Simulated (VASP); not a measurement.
# SiO2 (P4_2/mnm) in VASP: further runs, part 2 of 2

VASP 6.6.1.

### 3 Single point, LDA (volume 7.168 Å^3 an atom, c/a of the conventional cell 0.6888)

Contents of INCAR:

```
PREC = Accurate
ENCUT = 520
EDIFF = 1E-7
ISMEAR = 0
SIGMA = 0.05
LREAL = False
LASPH = True
NELM = 100
ALGO = Normal
ISIF = 2
LWAVE = False
LCHARG = False
GGA = CA
NBANDS = 25
```

Contents of KPOINTS:

```
Automatic mesh
0
Gamma
  6 6 10
```

Contents of POSCAR:

```
SiO2
1.0
    3.9672116400      0.0000000000      0.0000000000
    0.0000000000      3.9672116400      0.0000000000
    0.0000000000      0.0000000000      2.7326153777
Si O
2 4
Direct
    0.5000000000      0.5000000000      0.5000000000
    0.0000000000      0.0000000000      0.0000000000
    0.6944252994      0.6944252994      0.0000000000
    0.1944252994      0.8055747006      0.5000000000
    0.3055747006      0.3055747006      0.0000000000
    0.8055747006      0.1944252994      0.5000000000
```

Potentials or basis: VASP PAW LDA potentials, release 64 (Si, O).

Started as:

```sh
$ cat potpaw_LDA.64/Si/POTCAR potpaw_LDA.64/O/POTCAR > POTCAR
$ mpirun -np 1 vasp_std > vasp.out
```

OUTCAR:

```text
PREC = Accurate
   ENCUT = 520
   EDIFF = 1E-7
   ISMEAR = 0
   LREAL = False
   LASPH = True
   NELM = 100
   ISIF = 2
   GGA = CA

 ion  position               nearest neighbor table
   1  0.500  0.500  0.500-   4 1.71   6 1.71   5 1.75   3 1.75   3 1.75   5 1.75   2 3.12   2 3.12
                             2 3.12   2 3.12   2 3.12   2 3.12   2 3.12   2 3.12
   2  0.000  0.000  0.000-   3 1.71   5 1.71   4 1.75   6 1.75   4 1.75   6 1.75   1 3.12   1 3.12
                             1 3.12   1 3.12   1 3.12   1 3.12   1 3.12   1 3.12
   3  0.694  0.694  0.000-   2 1.71   1 1.75   1 1.75
   4  0.194  0.806  0.500-   1 1.71   2 1.75   2 1.75
   5  0.306  0.306  0.000-   2 1.71   1 1.75   1 1.75
   6  0.806  0.194  0.500-   1 1.71   2 1.75   2 1.75

  LATTYP: Found a simple tetragonal cell.
 ALAT       =     3.9672116400
 C/A-ratio  =     0.6888000000

  Lattice vectors:

 A1 = (   3.9672116400,   0.0000000000,   0.0000000000)
 A2 = (   0.0000000000,   3.9672116400,   0.0000000000)
 A3 = (   0.0000000000,   0.0000000000,   2.7326153777)

Analysis of symmetry for initial positions (statically):
=====================================================================
 Subroutine PRICEL returns:
 Original cell was already a primitive cell.

 Routine SETGRP: Setting up the symmetry group for a
 simple tetragonal supercell.

 Subroutine GETGRP returns: Found 16 space group operations
 (whereof  8 operations were pure point group operations)
 out of a pool of 16 trial point group operations.

The static configuration has the point symmetry D_2h.
 The point group associated with its full space group is D_4h.

Analysis of symmetry for dynamics (positions and initial velocities):
=====================================================================
 Subroutine PRICEL returns:
 Original cell was already a primitive cell.

 Routine SETGRP: Setting up the symmetry group for a
 simple tetragonal supercell.

 Subroutine GETGRP returns: Found 16 space group operations
 (whereof  8 operations were pure point group operations)
[... 129 lines left out ...]
   IMIX   =      4    mixing-type and parameters
     AMIX     =   0.40;   BMIX     =  1.00
     AMIX_MAG =   1.60;   BMIX_MAG =  1.00
  volume/ion in A,a.u.               =       7.17        48.37
  Fermi-wavevector in a.u.,A,eV,Ry     =   1.483457  2.803328 29.941604  2.200646
  Thomas-Fermi vector in A             =   2.597117
   LORBIT       =      0    0 simple, 1 ext, 2 COOP (PROOUT), +10 PAW based schemes
   GGA     = CA    functional components
   LHFCALC =     F    Hartree Fock is set to
   AEXX    =    0.0000 exact exchange contribution
   IVDW    =     0    specifies the selected vdW correction
   LEPSILON=     F    determine dielectric tensor
   LRPA    =     F    only Hartree local field effects (RPA)
 non-spin polarized calculation
 Gauss-broadening in eV      SIGMA  =   0.05
  energy-cutoff  :      520.00
  volume of cell :       43.01
 maximum number of plane-waves:      1190
 NGX is ok and might be reduce to    30
   NGX = 15   NGY = 15   NGZ = 11

 number of electron      31.9999998 magnetization

 Free energy of the ion-electron system (eV)
  ---------------------------------------------------
  ext. energy  EPLUGINS =         0.00000000
  ---------------------------------------------------
  free energy    TOTEN  =       -51.54025885 eV

  energy without entropy =      -51.54025885  energy(sigma->0) =      -51.54025885

 E-fermi :   9.5802     XC(G=0): -13.1659

 val. band max:        9.2858269938   @ k =   0.0000   0.0000   0.0000
 cond. band min:      14.9439262174   @ k =   0.0000   0.0000   0.0000
 fundamental gap:      5.6580992236
 Fermi energy:         9.5801780909

 k-point     1 :       0.0000    0.0000    0.0000
  band No.  band energies     occupation
      1     -13.8920      2.00000
      2      -9.5363      2.00000
      3      -9.5363      2.00000
      4      -9.1195      2.00000
      5      -2.0885      2.00000
      6       2.2694      2.00000
[... 661 lines left out ...]
     24      21.7608      0.00000
     25      23.7640      0.00000

 [... further k-points ...]
[... 5 lines left out ...]
  --------------------------------------------------------------------------------------
  -------------------------------------------------------------------------------------
  Total        9.4655268      9.4655268      0.7708450     -0.0000000      0.0000000      0.0000000
  in kB      352.6193362    352.6193362     28.7162939     -0.0000000      0.0000000      0.0000000
  external PRESSURE =     244.6516555 kB  Pullay stress =       0.0000000 kB

 VOLUME and BASIS-vectors are now :
 -----------------------------------------------------------------------------
  energy-cutoff  :      520.00
  volume of cell :       43.01
      direct lattice vectors                 reciprocal lattice vectors
     3.967211640  0.000000000  0.000000000     0.252066209  0.000000000  0.000000000
     0.000000000  3.967211640  0.000000000     0.000000000  0.252066209  0.000000000
     0.000000000  0.000000000  2.732615378     0.000000000  0.000000000  0.365949781

 POSITION                                       TOTAL-FORCE (eV/Angst)
 -----------------------------------------------------------------------------------
      1.98361      1.98361      1.36631         0.000000     -0.000000     -0.000000
      0.00000      0.00000      0.00000         0.000000     -0.000000     -0.000000
      2.75493      2.75493      0.00000         0.435211      0.435211     -0.000000
      0.77133      3.19589      1.36631         0.435211     -0.435211     -0.000000
      1.21228      1.21228      0.00000        -0.435211     -0.435211      0.000000
      3.19589      0.77133      1.36631        -0.435211      0.435211     -0.000000
 -----------------------------------------------------------------------------------
    total drift:                               -0.000000      0.000000      0.000000

  FREE ENERGIE OF THE ION-ELECTRON SYSTEM (eV)
  ---------------------------------------------------
  free  energy   TOTEN  =       -51.5402588454 eV

  energy  without entropy=      -51.5402588454  energy(sigma->0) =      -51.54025885
```

It took 35 s on 1 thread of Intel Xeon 6975P-C, shared host; peak memory 0.16 GiB.

What came out:

* Free energy: -51.5403 eV
* Pressure: 24.5 GPa
* Largest force: 0.615 eV/Å
* Band gap on the k mesh: 5.66 eV, direct

Forces on the atoms (eV/Å):
```
Si   0.000  0.000  0.000
Si   0.000  0.000  0.000
O    0.435  0.435  0.000
O    0.435 -0.435  0.000
O   -0.435 -0.435  0.000
O   -0.435  0.435  0.000
```

Stress tensor (GPa, compression positive):
```
35.26  0.00  0.00
 0.00 35.26  0.00
 0.00  0.00  2.87
```

 A k mesh can miss the band edges.

### 4 Single point, LDA (volume 7.413 Å^3 an atom, c/a of the conventional cell 0.6642)

Contents of INCAR:

```
  ALGO = Normal
  EDIFF = 1E-7
  ENCUT = 520
  ISIF = 2
  ISMEAR = 0
  LASPH = True
  LCHARG = False
  LREAL = False
  LWAVE = False
  NBANDS = 25
  NELM = 60
  PREC = Accurate
  SIGMA = 0.05
```

Contents of KPOINTS:

```
k-points
0
Gamma
  6 6 10
```

POSCAR, as its differences from that of step 3:

```diff
@@ -2,5 +2,5 @@
 1.0
-    3.9672116400      0.0000000000      0.0000000000
-    0.0000000000      3.9672116400      0.0000000000
-    0.0000000000      0.0000000000      2.7326153777
+    4.0608360862      0.0000000000      0.0000000000
+    0.0000000000      4.0608360862      0.0000000000
+    0.0000000000      0.0000000000      2.6972073285
 Si O
```

Started as:

```sh
$ cat potpaw_LDA.64/Si/POTCAR potpaw_LDA.64/O/POTCAR > POTCAR
$ mpirun -np 1 vasp_std > vasp.out
```

Wall time 32 s (1 thread of Intel Xeon 6975P-C, shared host); peak memory 0.16 GiB.

It converged, with:

- Free energy: -51.8628 eV
- Pressure: 11.5 GPa
- Largest force: 0.381 eV/Å
- Band gap on the k mesh: 6.02 eV, direct

Forces on the atoms (eV/Å):
```
Si   0.000  0.000  0.000
Si   0.000  0.000  0.000
O    0.270  0.270  0.000
O    0.270 -0.270  0.000
O   -0.270 -0.270  0.000
O   -0.270  0.270  0.000
```

Stress tensor (GPa, compression positive):
```
16.52  0.00  0.00
 0.00 16.52  0.00
 0.00  0.00  1.45
```

Levels at points of the mesh, in eV from the valence-band top:
```tsv
k point	band 12	band 13	band 14	band 15	band 16	band 17	band 18	band 19	band 20	band 21
(0.00, 0.00, 0.00)	-3.49	-2.72	-0.87	-0.87	0.00	6.02	6.27	8.12	8.12	10.97
(0.50, 0.00, 0.00)	-4.13	-2.95	-2.95	-1.08	-1.08	7.77	7.77	8.78	8.78	11.60
(0.50, 0.50, 0.00)	-3.67	-2.94	-2.94	-2.32	-2.32	7.44	7.44	9.88	9.88	13.95
(0.00, 0.00, 0.50)	-4.77	-3.51	-3.51	-2.84	-2.84	9.60	9.60	12.71	12.71	13.53
(0.50, 0.00, 0.50)	-4.26	-2.33	-2.33	-1.87	-1.87	9.16	9.16	10.60	10.60	12.22
(0.50, 0.50, 0.50)	-4.55	-1.74	-1.74	-1.63	-1.63	7.74	7.74	11.24	11.24	11.74
```

### 5 Single point, LDA (volume 7.413 Å^3 an atom, c/a of the conventional cell 0.7144)

Contents of INCAR:

```
SYSTEM = SiO2
ALGO = Normal
EDIFF = 1E-6
ENCUT = 520
ISIF = 2
ISMEAR = 0
LASPH = .TRUE.
LCHARG = .TRUE.
LELF = .TRUE.
LREAL = .FALSE.
LVHAR = .TRUE.
LWAVE = .FALSE.
NBANDS = 25
NELM = 60
PREC = Accurate
SIGMA = 0.05
```

Contents of KPOINTS:

```
k-points
0
G
  6 6 10
  0 0 0
```

POSCAR, as its differences from that of step 4:

```diff
@@ -2,5 +2,5 @@
 1.0
-    4.0608360862      0.0000000000      0.0000000000
-    0.0000000000      4.0608360862      0.0000000000
-    0.0000000000      0.0000000000      2.6972073285
+    3.9634002722      0.0000000000      0.0000000000
+    0.0000000000      3.9634002722      0.0000000000
+    0.0000000000      0.0000000000      2.8314531545
 Si O
```

Started as:

```sh
$ cat potpaw_LDA.64/Si/POTCAR potpaw_LDA.64/O/POTCAR > POTCAR
$ mpirun -np 1 vasp_std > vasp.out
```

It took 43 s on 1 thread of Intel Xeon 6975P-C, shared host; peak memory 0.17 GiB.

Results (log left out):

- Free energy: -51.4335 eV
- Pressure: 10.5 GPa
- Largest force: 0.570 eV/Å
- Band gap on the k mesh: 5.20 eV, direct

Forces in eV/Å, atoms in the order of the input:
```
Si   0.000  0.000  0.000
Si   0.000  0.000  0.000
O    0.403  0.403  0.000
O    0.403 -0.403  0.000
O   -0.403 -0.403  0.000
O   -0.403  0.403  0.000
```

Stress tensor (GPa, compression positive):
```
 26.40   0.00   0.00
  0.00  26.40   0.00
  0.00   0.00 -21.26
```

Levels at points of the mesh, in eV from the valence-band top:
| k point | band 14 | band 15 | band 16 | band 17 | band 18 | band 19 |
| --- | --- | --- | --- | --- | --- | --- |
| (0.00, 0.00, 0.00) | -0.71 | -0.71 | 0.00 | 5.20 | 5.92 | 7.22 |
| (0.50, 0.00, 0.00) | -2.99 | -0.96 | -0.96 | 7.20 | 7.20 | 8.09 |
| (0.50, 0.50, 0.00) | -3.10 | -1.93 | -1.93 | 6.91 | 6.91 | 9.35 |
| (0.00, 0.00, 0.50) | -3.60 | -2.63 | -2.63 | 9.82 | 9.82 | 12.29 |
| (0.50, 0.00, 0.50) | -2.01 | -1.67 | -1.67 | 9.43 | 9.43 | 11.40 |
| (0.50, 0.50, 0.50) | -1.42 | -1.39 | -1.39 | 8.04 | 8.04 | 11.59 |

 A k mesh can miss the band edges.

### 6 The runs side by side

```tsv
cell	gap on the mesh (eV)	pressure (GPa)	largest force (eV/Å)
a = 4.065, b = 4.065, c = 2.603 Å, 6 atoms	6.65	26.9	0.51
a = 3.967, b = 3.967, c = 2.733 Å, 6 atoms	5.66	24.5	0.62
a = 4.061, b = 4.061, c = 2.697 Å, 6 atoms	6.02	11.5	0.38
a = 3.963, b = 3.963, c = 2.831 Å, 6 atoms	5.20	10.5	0.57
```

Alike in all rows: task single point; level LDA; potentials or basis VASP PAW LDA potentials, release 64 (Si, O); no spin polarisation; k mesh 6 × 6 × 10; cutoff (eV) 520; smearing gaussian 0.05 eV.

Absolute energies hang on the potentials; compare differences alone.
